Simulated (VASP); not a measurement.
Runs of VASP 6.6.1 on BN. The structure is that of space group Fm-3m (No. 225), or close to it. The cells are those of the table. 

| level | cell | k mesh | smearing | grid for exact exchange (PRECFOCK) | share of exact exchange | screening parameter | gap on the mesh (eV) | pressure (GPa) |
| --- | --- | --- | --- | --- | --- | --- | --- | --- |
| r2SCAN | a = 2.408, b = 2.408, c = 2.469 Å, angles 59.2, 59.2, 61.7°, 2 atoms | 12 × 12 × 12 | gaussian 0.01 eV | - | - | - | 0.97 | 25.0 |
| PBE | a = 2.478 Å, angles 60.4°, 2 atoms | 12 × 12 × 12 | fermi-dirac 0.02 eV | - | - | - | 0.99 | (a) |
| r2SCAN | a = 2.478 Å, angles 60.4°, 2 atoms | 12 × 12 × 12 | gaussian 0.01 eV | - | - | - | 1.12 | -7.5 |
| PBE | a = 2.436 Å, angles 60.9°, 2 atoms | 12 × 12 × 12 | fermi-dirac 0.02 eV | - | - | - | (d) | (c) |
| HSE06 | a = 2.370 Å, angles 60.0°, 2 atoms | 8 × 8 × 8 | gaussian 0.01 eV | Normal | 0.25 | 0.2079 1/Å | 3.44 | 53.3 |
| PBE | a = 2.408, b = 2.408, c = 2.469 Å, angles 59.2, 59.2, 61.7°, 2 atoms | 12 × 12 × 12 | fermi-dirac 0.02 eV | - | - | - | 0.83 | (b) |
| HSE06 | a = 2.469 Å, angles 60.0°, 2 atoms | 8 × 8 × 8 | gaussian 0.01 eV | Normal | 0.25 | 0.2079 1/Å | 2.32 | -8.1 |
| HSE06 | a = 2.478 Å, angles 60.4°, 2 atoms | 8 × 8 × 8 | gaussian 0.01 eV | Normal | 0.25 | 0.2079 1/Å | 2.09 | -16.0 |
| r2SCAN | a = 2.436 Å, angles 60.9°, 2 atoms | 12 × 12 × 12 | gaussian 0.01 eV | - | - | - | 1.37 | 9.0 |

Alike in all rows: task single point; potentials or basis VASP PAW PBE potentials, release 64 (B, N); no spin polarisation; cutoff (eV) 520.

Question: Estimate the missing entries.

Answer: (a) -4.0; (b) 28.2; (c) 12.3; (d) 1.23.

Caveats: the PAW data sets were made with another functional, which shifts forces and pressure a little (at least some runs); the cell stands under pressure (at least some runs); the cell stands under tension (at least some runs).

A k mesh can miss the band edges.
